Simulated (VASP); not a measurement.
ZnCu:

```
Zn Cu
1.0
     3.00276    0.00000    0.00000
     0.00000    3.00276    0.00000
     0.00000    0.00000    3.00276
Zn Cu
1 1
Direct
  0.50000 0.50000 0.50000
  0.00000 0.00000 0.00000
```

Program: VASP 6.6.1. Alike in all runs: task single point; no spin polarisation; cell as given; k mesh 9 × 9 × 9; smearing fermi-dirac 0.05 eV.

Problem. Order these runs on this cell by their pressure, lowest first.
A. level LDA; potentials or basis VASP PAW LDA potentials, release 64 (Zn, Cu); cutoff (eV) 600
B. level r2SCAN; potentials or basis VASP PAW PBE potentials, release 64 (Zn, Cu); cutoff (eV) 660
C. level PBE; potentials or basis VASP PAW PBE potentials, release 64 (Zn, Cu); cutoff (eV) 520

Solution. A (-14.0 GPa), B (-8.6 GPa), C (-2.8 GPa).

Caveats: the PAW data sets were made with another functional, which shifts forces and pressure a little (some runs).
